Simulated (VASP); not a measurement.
# LiCl (Fm-3m) in VASP: settings compared

LiCl is run at these levels: PBE, PBEsol; tasks: single point, relaxation of cell and atoms.

Everything below comes from runs of VASP 6.6.1. Logs are shortened: lines on timing, memory, paths and dates and some standing lists are left out, and cuts for length are marked.

## Step 1: The cell of the first run

Symmetry: Fm-3m, No. 225, cubic system. The conventional cell has a = 5.130 Å, b = 5.130 Å, c = 5.130 Å, α = 90.00°, β = 90.00°, γ = 90.00°. Li (site symmetry m-3m) has 6 Cl at 2.56 Å within 3.4 Å. Cl (site symmetry m-3m) has 6 Li at 2.56 Å within 3.4 Å.

## Step 2: Single point, PBE

Input file INCAR:

```
PREC = Accurate
ENCUT = 750
EDIFF = 1E-6
ISMEAR = 0
SIGMA = 0.1
LREAL = F
LASPH = T
NELM = 120
ALGO = Normal
ISIF = 2
LWAVE = F
LCHARG = T
GGA = PE
LELF = T
LVHAR = T
NBANDS = 12
GGA_COMPAT = F
```

Input file KPOINTS:

```
Automatic mesh
0
Gamma
  6 6 6
```

Input file POSCAR:

```
LiCl
1.0
    0.0000000000      2.5647600000      2.5647600000
    2.5647600000      0.0000000000      2.5647600000
    2.5647600000      2.5647600000      0.0000000000
Li Cl
1 1
Direct
    0.0000000000      0.0000000000      0.0000000000
    0.5000000000      0.5000000000      0.5000000000
```

Potentials or basis: VASP PAW PBE potentials, release 64 (Li_sv, Cl).

Launch:

```bash
$ cat potpaw_PBE.64/Li_sv/POTCAR potpaw_PBE.64/Cl/POTCAR > POTCAR
$ mpirun -np 1 vasp_std > vasp.out
```

OUTCAR:

```text
PREC = Accurate
   ENCUT = 750
   EDIFF = 1E-6
   ISMEAR = 0
   LREAL = F
   LASPH = T
   NELM = 120
   ISIF = 2
   GGA = PE

 ion  position               nearest neighbor table
   1  0.000  0.000  0.000-   2 2.56   2 2.56   2 2.56   2 2.56   2 2.56   2 2.56
   2  0.500  0.500  0.500-   1 2.56   1 2.56   1 2.56   1 2.56   1 2.56   1 2.56

  LATTYP: Found a face centered cubic cell.
 ALAT       =     5.1295200000

  Lattice vectors:

 A1 = (   0.0000000000,   2.5647600000,   2.5647600000)
 A2 = (   2.5647600000,   0.0000000000,   2.5647600000)
 A3 = (   2.5647600000,   2.5647600000,   0.0000000000)

Analysis of symmetry for initial positions (statically):
=====================================================================
 Subroutine PRICEL returns:
 Original cell was already a primitive cell.

 Routine SETGRP: Setting up the symmetry group for a
 face centered cubic supercell.

 Subroutine GETGRP returns: Found 48 space group operations
 (whereof 48 operations were pure point group operations)
 out of a pool of 48 trial point group operations.

The static configuration has the point symmetry O_h .

Analysis of symmetry for dynamics (positions and initial velocities):
=====================================================================
 Subroutine PRICEL returns:
 Original cell was already a primitive cell.

 Routine SETGRP: Setting up the symmetry group for a
 face centered cubic supercell.

 Subroutine GETGRP returns: Found 48 space group operations
 (whereof 48 operations were pure point group operations)
 out of a pool of 48 trial point group operations.

The dynamic configuration has the point symmetry O_h .

 Subroutine INISYM returns: Found 48 space group operations
 (whereof 48 operations are pure point group operations),
 and found     1 'primitive' translations

----------------------------------------------------------------------------------------

                                     Primitive cell

  volume of cell :      33.7420

  direct lattice vectors                    reciprocal lattice vectors
     0.000000000  2.564760000  2.564760000    -0.194950015  0.194950015  0.194950015
     2.564760000  0.000000000  2.564760000     0.194950015 -0.194950015  0.194950015
     2.564760000  2.564760000  0.000000000     0.194950015  0.194950015 -0.194950015

  length of vectors
     3.627118376  3.627118376  3.627118376     0.337663331  0.337663331  0.337663331

  position of ions in fractional coordinates (direct lattice)
     0.000000000  0.000000000  0.000000000
     0.500000000  0.500000000  0.500000000

  ion indices of the primitive-cell ions
   primitive index   ion index
                 1           1
                 2           2

----------------------------------------------------------------------------------------

 KPOINTS: Automatic mesh

Automatic generation of k-mesh.
 Grid dimensions read from file:
 generate k-points for:    6    6    6

 Generating k-lattice:

  Cartesian coordinates                     Fractional coordinates (reciprocal lattice)
    -0.032491669  0.032491669  0.032491669     0.166666667  0.000000000  0.000000000
     0.032491669 -0.032491669  0.032491669     0.000000000  0.166666667  0.000000000
     0.032491669  0.032491669 -0.032491669     0.000000000  0.000000000  0.166666667

  Length of vectors
     0.056277222  0.056277222  0.056277222

  Shift w.r.t. Gamma in fractional coordinates (k-lattice)
     0.000000000  0.000000000  0.000000000

 Subroutine IBZKPT returns following result:
 ===========================================

 Found     16 irreducible k-points:

 Following reciprocal coordinates:
            Coordinates               Weight
  0.000000  0.000000  0.000000      1.000000
  0.166667  0.000000  0.000000      8.000000
  0.333333  0.000000  0.000000      8.000000
  0.500000  0.000000  0.000000      4.000000
  0.166667  0.166667  0.000000      6.000000
  0.333333  0.166667  0.000000     24.000000
[... 8 lines left out ...]
 -0.333333  0.333333  0.166667     24.000000
 -0.333333  0.500000  0.166667     12.000000
   k-points           NKPTS =     16   k-points in BZ     NKDIM =     16   number of bands    NBANDS=     12
   number of dos      NEDOS =    301   number of ions     NIONS =      2
   total plane-waves  NPLWV =  32768
   dimension x,y,z NGX =    32 NGY =   32 NGZ =   32
   dimension x,y,z NGXF=    64 NGYF=   64 NGZF=   64
   ions per type =               1   1
   NGX,Y,Z   is equivalent  to a cutoff of  14.67, 14.67, 14.67 a.u.
   NGXF,Y,Z  is equivalent  to a cutoff of  29.33, 29.33, 29.33 a.u.
 SYSTEM =  unknown system
   PREC   = accura    normal or accurate (medium, high low for compatibility)
   ISTART =      0    job   : 0-new  1-cont  2-samecut
   ICHARG =      2    charge: 1-file 2-atom 10-const
   ISPIN  =      1    spin polarized calculation?
   LNONCOLLINEAR =      F non collinear calculations
   LSORBIT =      F    spin-orbit coupling
   LASPH  =      T    aspherical Exc in radial PAW
   ENCUT  =  750.0 eV  55.12 Ry    7.42 a.u.   8.10  8.10  8.10*2*pi/ulx,y,z
   NELM   =    120;   NELMIN=  2; NELMDL= -5     # of ELM steps
   EDIFF  = 0.1E-05   stopping-criterion for ELM
   LREAL  =      F    real-space projection
[... 7 lines left out ...]
   TEBEG  =    0.0;   TEEND  =   0.0 temperature during run
   PSTRESS=    0.0 pullay stress
   NELECT =      10.0000    total number of electrons
   NUPDOWN=      -1.0000    fix difference up-down
   EMIN   =  10.00;   EMAX   =-10.00  energy-range for DOS
   EFERMI =   0.00;   METHOD = LEGACY
   ISMEAR =     0;   SIGMA  =   0.10  broadening in eV -4-tet -1-fermi 0-gaus
   EFERMI_NEDOS =   21; number of points for ismear=-14 and -15
   IALGO  =     38    algorithm
   IMIX   =      4    mixing-type and parameters
     AMIX     =   0.40;   BMIX     =  1.00
     AMIX_MAG =   1.60;   BMIX_MAG =  1.00
  volume/ion in A,a.u.               =      16.87       113.85
  Fermi-wavevector in a.u.,A,eV,Ry     =   1.091486  2.062609 16.209183  1.191341
  Thomas-Fermi vector in A             =   2.227732
   LORBIT       =      0    0 simple, 1 ext, 2 COOP (PROOUT), +10 PAW based schemes
   GGA     = PE    functional components
   LHFCALC =     F    Hartree Fock is set to
   AEXX    =    0.0000 exact exchange contribution
   IVDW    =     0    specifies the selected vdW correction
   LEPSILON=     F    determine dielectric tensor
   LRPA    =     F    only Hartree local field effects (RPA)
 non-spin polarized calculation
 Gauss-broadening in eV      SIGMA  =   0.10
  energy-cutoff  :      750.00
  volume of cell :       33.74
 maximum number of plane-waves:      1591
   NGX = 17   NGY = 17   NGZ = 17

 number of electron      10.0000002 magnetization

 Free energy of the ion-electron system (eV)
  ---------------------------------------------------
  ext. energy  EPLUGINS =         0.00000000
  ---------------------------------------------------
  free energy    TOTEN  =        -7.38324685 eV

  energy without entropy =       -7.38324685  energy(sigma->0) =       -7.38324685

 E-fermi :   1.0615     XC(G=0):  -8.7306

 val. band max:        0.5785943793   @ k =   0.0000   0.0000   0.0000
 cond. band min:       6.9123946478   @ k =   0.0000   0.0000   0.0000
 fundamental gap:      6.3338002686
 Fermi energy:         1.0615184757

 k-point     1 :       0.0000    0.0000    0.0000
  band No.  band energies     occupation
      1     -42.9355      2.00000
      2     -12.8184      2.00000
      3       0.5786      2.00000
      4       0.5786      2.00000
      5       0.5786      2.00000
      6       6.9124      0.00000
      7      12.5176      0.00000
      8      12.5176      0.00000
      9      12.5176      0.00000
     10      15.1092      0.00000
     11      15.1093      0.00000
     12      15.2020      0.00000

 k-point     2 :       0.1667    0.0000    0.0000
  band No.  band energies     occupation
      1     -42.9348      2.00000
      2     -12.6880      2.00000
      3      -0.2808      2.00000
      4       0.5094      2.00000
      5       0.5094      2.00000
      6       7.6011      0.00000
      7      11.4931      0.00000
      8      12.0835      0.00000
      9      12.0835      0.00000
     10      13.7735      0.00000
     11      13.7735      0.00000
     12      15.7537      0.00000

 k-point     3 :       0.3333    0.0000    0.0000
  band No.  band energies     occupation
      1     -42.9335      2.00000
      2     -12.4043      2.00000
      3      -1.6426      2.00000
      4       0.3818      2.00000
      5       0.3818      2.00000
      6       7.6428      0.00000
      7      10.6216      0.00000
      8      10.6216      0.00000
      9      12.2942      0.00000
     10      15.6624      0.00000
     11      15.6624      0.00000
     12      16.5611      0.00000

 k-point     4 :       0.5000    0.0000    0.0000
  band No.  band energies     occupation
      1     -42.9328      2.00000
      2     -12.2488      2.00000
      3      -2.2347      2.00000
      4       0.3228      2.00000
      5       0.3228      2.00000
      6       7.3389      0.00000
      7      10.0801      0.00000
      8      10.0801      0.00000
      9      13.5481      0.00000
     10      17.4762      0.00000
     11      17.7158      0.00000
     12      17.7158      0.00000

 k-point     5 :       0.1667    0.1667    0.0000
  band No.  band energies     occupation
      1     -42.9346      2.00000
      2     -12.6420      2.00000
      3      -0.2080      2.00000
      4       0.2731      2.00000
      5       0.2731      2.00000
      6       8.1068      0.00000
      7      11.0389      0.00000
      8      11.2959      0.00000
      9      12.7094      0.00000
     10      12.7094      0.00000
     11      15.6600      0.00000
     12      16.6808      0.00000
[... 108 lines left out ...]
      1     -42.9320      2.00000
      2     -12.0042      2.00000
      3      -2.3130      2.00000
      4      -0.5217      2.00000
      5      -0.5217      2.00000
      6       8.4526      0.00000
      7       8.8724      0.00000
      8      13.0187      0.00000
      9      14.6981      0.00000
     10      14.6981      0.00000
     11      17.6016      0.00000
     12      19.1880      0.00000

 k-point    14 :       0.5000    0.3333    0.1667
  band No.  band energies     occupation
      1     -42.9326      2.00000
      2     -12.1880      2.00000
      3      -1.6545      2.00000
      4      -0.7797      2.00000
      5      -0.0452      2.00000
      6       9.6022      0.00000
      7       9.9487      0.00000
      8      10.2651      0.00000
      9      12.4286      0.00000
     10      14.6108      0.00000
     11      18.3624      0.00000
     12      18.8797      0.00000

 k-point    15 :      -0.3333    0.3333    0.1667
  band No.  band energies     occupation
      1     -42.9322      2.00000
      2     -12.0742      2.00000
      3      -1.7854      2.00000
      4      -1.1512      2.00000
      5      -0.2055      2.00000
      6       9.4944      0.00000
      7       9.9257      0.00000
      8      11.5291      0.00000
      9      11.7324      0.00000
     10      15.7890      0.00000
     11      16.6098      0.00000
     12      19.0115      0.00000

 k-point    16 :      -0.3333    0.5000    0.1667
  band No.  band energies     occupation
      1     -42.9320      2.00000
      2     -12.0106      2.00000
      3      -1.9480      2.00000
      4      -1.0731      2.00000
      5      -0.4911      2.00000
      6       9.3082      0.00000
      7       9.9856      0.00000
      8      11.9193      0.00000
      9      12.0131      0.00000
     10      15.5116      0.00000
     11      17.7993      0.00000
     12      19.2224      0.00000

------------------------ aborting loop because EDIFF is reached ----------------------------------------

  FORCE on cell =-STRESS in cart. coord.  units (eV):
  Direction    XX          YY          ZZ          XY          YZ          ZX
  --------------------------------------------------------------------------------------
  -------------------------------------------------------------------------------------
  Total        0.0666544      0.0666544      0.0666544      0.0000000      0.0000000      0.0000000
  in kB        3.1649663      3.1649663      3.1649663      0.0000000      0.0000000      0.0000000
  external PRESSURE =       3.1649663 kB  Pullay stress =       0.0000000 kB

 VOLUME and BASIS-vectors are now :
 -----------------------------------------------------------------------------
  energy-cutoff  :      750.00
  volume of cell :       33.74
      direct lattice vectors                 reciprocal lattice vectors
     0.000000000  2.564760000  2.564760000    -0.194950015  0.194950015  0.194950015
     2.564760000  0.000000000  2.564760000     0.194950015 -0.194950015  0.194950015
     2.564760000  2.564760000  0.000000000     0.194950015  0.194950015 -0.194950015

 POSITION                                       TOTAL-FORCE (eV/Angst)
 -----------------------------------------------------------------------------------
      0.00000      0.00000      0.00000        -0.000000     -0.000000      0.000000
      2.56476      2.56476      2.56476         0.000000      0.000000     -0.000000
 -----------------------------------------------------------------------------------
    total drift:                               -0.000000     -0.000000      0.000000

  FREE ENERGIE OF THE ION-ELECTRON SYSTEM (eV)
  ---------------------------------------------------
  free  energy   TOTEN  =        -7.3832468501 eV

  energy  without entropy=       -7.3832468501  energy(sigma->0) =       -7.38324685
```

It took 7.6 s on 1 thread of Intel Xeon Platinum 8375C at 2.90GHz (Ice Lake), shared host; peak memory 0.17 GiB.

Results:

* Free energy: -7.3832 eV
* Pressure: 0.3 GPa
* Band gap on the k mesh: 6.33 eV

A k mesh can miss the band edges.

## Step 3: Single point, PBE

This run uses another cell than the first one, of 13.57 Å³/atom.

Input file INCAR:

```
SYSTEM = LiCl
PREC     = Accurate       ! precision mode
ENCUT    = 520            ! plane-wave cutoff, eV
EDIFF    = 1E-7           ! SCF threshold, eV
ISMEAR   = 0              ! smearing method
SIGMA    = 0.01           ! smearing width, eV
LREAL    = .False.        ! projectors in reciprocal space
LASPH    = .True.         ! aspherical terms in the spheres
NELM     = 100            ! most SCF steps
ALGO     = Normal         ! electronic algorithm
ISIF     = 2              ! what is computed and relaxed
LWAVE    = .False.        ! write WAVECAR
LCHARG   = .True.         ! write CHGCAR
GGA      = PE             ! functional
LELF     = .True.         ! ELF
LVHAR    = .True.       
NBANDS   = 12             ! bands
```

Input file KPOINTS:

```
regular mesh
0
Gamma
  8 8 8
  0 0 0
```

Input file POSCAR:

```
LiCl
1.0
    0.0000000000      2.3852485608      2.3852485608
    2.3852485608      0.0000000000      2.3852485608
    2.3852485608      2.3852485608      0.0000000000
Li Cl
1 1
Direct
    0.0000000000      0.0000000000      0.0000000000
    0.5000000000      0.5000000000      0.5000000000
```

Potentials or basis: VASP PAW PBE potentials, release 64 (Li_sv, Cl).

Launch:

```bash
$ cat potpaw_PBE.64/Li_sv/POTCAR potpaw_PBE.64/Cl/POTCAR > POTCAR
$ mpirun -np 1 vasp_std > vasp.out
```

OUTCAR:

```text
SYSTEM = LiCl
   PREC = Accurate
   ENCUT = 520
   EDIFF = 1E-7
   ISMEAR = 0
   LREAL = .False.
   LASPH = .True.
   NELM = 100
   ISIF = 2
   GGA = PE

 ion  position               nearest neighbor table
   1  0.000  0.000  0.000-   2 2.39   2 2.39   2 2.39   2 2.39   2 2.39   2 2.39
   2  0.500  0.500  0.500-   1 2.39   1 2.39   1 2.39   1 2.39   1 2.39   1 2.39

  LATTYP: Found a face centered cubic cell.
 ALAT       =     4.7704971216

  Lattice vectors:

 A1 = (   0.0000000000,   2.3852485608,   2.3852485608)
 A2 = (   2.3852485608,   0.0000000000,   2.3852485608)
[... 547 lines left out ...]

  FORCE on cell =-STRESS in cart. coord.  units (eV):
  Direction    XX          YY          ZZ          XY          YZ          ZX
  --------------------------------------------------------------------------------------
  -------------------------------------------------------------------------------------
  Total        1.9997363      1.9997363      1.9997363     -0.0000000     -0.0000000      0.0000000
  in kB      118.0463009    118.0463009    118.0463009     -0.0000000     -0.0000000      0.0000000
  external PRESSURE =     118.0463009 kB  Pullay stress =       0.0000000 kB

 VOLUME and BASIS-vectors are now :
 -----------------------------------------------------------------------------
  energy-cutoff  :      520.00
  volume of cell :       27.14
      direct lattice vectors                 reciprocal lattice vectors
     0.000000000  2.385248561  2.385248561    -0.209621759  0.209621759  0.209621759
     2.385248561  0.000000000  2.385248561     0.209621759 -0.209621759  0.209621759
     2.385248561  2.385248561  0.000000000     0.209621759  0.209621759 -0.209621759

 POSITION                                       TOTAL-FORCE (eV/Angst)
 -----------------------------------------------------------------------------------
      0.00000      0.00000      0.00000         0.000000      0.000000      0.000000
      2.38525      2.38525      2.38525        -0.000000     -0.000000     -0.000000
 -----------------------------------------------------------------------------------
    total drift:                                0.000000      0.000000      0.000000

  FREE ENERGIE OF THE ION-ELECTRON SYSTEM (eV)
  ---------------------------------------------------
  free  energy   TOTEN  =        -7.1733956833 eV

  energy  without entropy=       -7.1733956833  energy(sigma->0) =       -7.17339568
```

stdout:

```text
POSCAR found type information on POSCAR LiCl
 POSCAR found :  2 types and       2 ions
 scaLAPACK will be used
 LDA part: xc-table for (Slater+PW92), standard interpolation
 POSCAR, INCAR and KPOINTS ok, starting setup
 FFT: planning ... GRIDC
 FFT: planning ... GRID_SOFT
 FFT: planning ... GRID
 WAVECAR not read
 entering main loop
```

Wall time 15 s (1 thread of Intel Xeon 8259CL, shared host); peak memory 0.15 GiB.

Results:

| Quantity | Value |
| --- | --- |
| Free energy | -7.1734 eV |
| Band gap on the k mesh | 6.95 eV (least direct gap 7.32 eV) |

Caveat: the cutoff is under 1.25 times the usual one of these potentials, so pressure, stress and relaxed cells hold a basis-set (Pulay) error. A k mesh can miss the band edges.

(Part 1 of 2 ends here.)
